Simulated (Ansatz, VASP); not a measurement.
## Two plane-wave programs on Pd

```
CELL_PARAMETERS angstrom
2.75764 0.00000 0.00000
-1.37882 2.38819 0.00000
0.00000 0.00000 9.10919
ATOMIC_POSITIONS crystal
Pd 0.00000 0.00000 0.00000
Pd 0.00000 0.00000 0.50000
Pd 0.33333 0.66667 0.25000
Pd 0.66667 0.33333 0.75000
```

Alike in both runs: functional r2SCAN; k mesh 13 × 13 × 4; occupations fermi-dirac, width 0.05 eV; collinear spin.

Ansatz relaxed the structure, and its values are those at the end. VASP's run is a single point on that final structure, the one shown.

|  | VASP | Ansatz |
| --- | --- | --- |
| version | VASP 6.6.1 | Ansatz 0.2.0 |
| potentials or method | VASP PAW PBE potentials, release 64 (Pd), cutoff 520 eV | plane waves (500 eV) with PAW, scalar-relativistic |
| valence electrons in the cell | 40 | 72 |

```tsv
	VASP	Ansatz	Ansatz less VASP
pressure (GPa)	0.2	0.0	-0.21
net moment per atom (μB)	0.00	0.38	+0.381
size of the moment on the site where the two differ most (μB)	0.00	0.41	+0.412
```

The net moments are unlike, so the other rows may belong to different states. VASP's potentials were made for PBE, not for r2SCAN. Site moments also hang on the region over which each program counts them. VASP's potentials hold 40 valence electrons a cell and Ansatz's 72, so a difference there can come from the potentials and not from the codes. Ansatz's warnings: seeded moment not kept.
